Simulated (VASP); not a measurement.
Wanted: the native input for a VASP 6.6.1 run.

| Item | Value |
| --- | --- |
| Task | single point |
| Functional | PBEsol |
| Potentials or basis | VASP PAW PBE potentials, release 64 (Au, As) |
| Cutoff | 520 eV |
| k mesh | 10 × 10 × 10 |
| Occupations | gaussian, width 0.05 eV |
| Spin | no spin polarisation |
| Dipole correction | no |
| Further INCAR settings | ALGO = Normal; EDIFF = 1e-06; NBANDS = 15 |

The structure of AsAu lies in POSCAR:

```
AsAu
1.0
    0.0000000000      2.8874385136      2.8874385136
    2.8874385136      0.0000000000      2.8874385136
    2.8874385136      2.8874385136      0.0000000000
Au As
1 1
Direct
    0.0000000000      0.0000000000      0.0000000000
    0.2500000000      0.2500000000      0.2500000000
```

This cell differs from its parent crystal: volume scaled by 1.020.

These files were run (other wordings do the same):

INCAR

```
PREC     = Accurate       # precision mode
ENCUT    = 520            # plane-wave cutoff, eV
EDIFF    = 1E-6           # SCF threshold, eV
ISMEAR   = 0              # smearing method
SIGMA    = 0.05           # smearing width, eV
LREAL    = False          # projectors in reciprocal space
LASPH    = True           # aspherical terms in the spheres
NELM     = 60             # most SCF steps
ALGO     = Normal         # electronic algorithm
ISIF     = 2              # what is computed and relaxed
LWAVE    = False          # write WAVECAR
LCHARG   = False          # write CHGCAR
GGA      = PS             # functional
NBANDS   = 15             # bands
```

KPOINTS

```
Automatic mesh
0
Gamma
  10 10 10
```

Potentials or basis: VASP PAW PBE potentials, release 64 (Au, As).

The run is started by

```bash
$ cat potpaw_PBE.64/Au/POTCAR potpaw_PBE.64/As/POTCAR > POTCAR
$ mpirun -np 1 vasp_std > vasp.out
```

It gave:

| Item | Value |
| --- | --- |
| Pressure | -1.6 GPa |
| Band gap on the k mesh | zero (band 8 reaches 7.13 eV, above the bottom of band 9 at 3.24 eV) |

Caveat: the PAW data sets were made with another functional, which shifts forces and pressure a little; spin-orbit coupling is left out, which moves the levels of the heavy elements.

Run time: 44 s on 1 thread of Intel(R) Xeon(R) Platinum 8488C (Sapphire Rapids), on a shared host, peak memory 0.19 GiB.
